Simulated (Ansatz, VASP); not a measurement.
Ga3Se in VASP and in Ansatz

INCAR

```
SYSTEM = Ga3Se
AGGAC = 1.0
AGGAX = 1.0
ALDAC = 0.0
ALDAX = 1.0
ALGO = Normal
EDIFF = 1E-6
ENCUT = 520
GGA = B5
ISIF = 2
ISMEAR = 1
LASPH = .TRUE.
LCHARG = .FALSE.
LREAL = .FALSE.
LWAVE = .FALSE.
NBANDS = 30
NELM = 60
PREC = Accurate
SIGMA = 0.1
```

KPOINTS

```
k-points
0
G
  5 5 5
  0 0 0
```

POSCAR

```
Ga3Se
1.0
    4.4324650000      0.0000000000      0.0000000000
    0.0000000000      4.4324650000      0.0000000000
    0.0000000000      0.0000000000      4.4324650000
Ga Se
3 1
Direct
    0.0000000000      0.5000000000      0.5000000000
    0.5000000000      0.0000000000      0.5000000000
    0.5000000000      0.5000000000      0.0000000000
    0.0000000000      0.0000000000      0.0000000000
```

Input for Ansatz:

```yaml
crystal:
  lattice:
    - [4.432465, 0.0, 0.0]
    - [0.0, 4.432465, 0.0]
    - [0.0, 0.0, 4.432465]
  atoms:
    - { symbol: Ga, position: [0.0, 0.5, 0.5] }
    - { symbol: Ga, position: [0.5, 0.0, 0.5] }
    - { symbol: Ga, position: [0.5, 0.5, 0.0] }
    - { symbol: Se, position: [0.0, 0.0, 0.0] }
kpoints:
  mp_grid:
    grid: [5, 5, 5]
hamiltonian:
  xc: blyp
scf:
  convergence:
    dr2_threshold: 1.0e-08
  occupations:
    method: cold
output:
  stress: true
```

Alike in both runs: task single point; functional BLYP; k mesh 5 × 5 × 5; no spin polarisation.

|  | VASP | Ansatz |
| --- | --- | --- |
| version | VASP 6.6.1 | Ansatz 0.2.0 |
| potentials or method | VASP PAW PBE potentials, release 64 (Ga_d, Se) | plane waves, PAW |
| plane-wave cutoff (eV) | 520 | 420 |
| occupations | methfessel-paxton of order 1, width 0.1 eV | cold |
| valence electrons in the cell | 45 | 55 |

VASP gave:

```
pressure (GPa) : 4.8
```

Question: Estimate Ansatz's values.

Answer: Pressure (GPa): 4.9.

VASP's potentials were made for PBE, not for BLYP. VASP's potentials hold 45 valence electrons a cell and Ansatz's 55, so a difference there can come from the potentials and not from the codes. Ansatz's warnings: stress scf threshold loose.
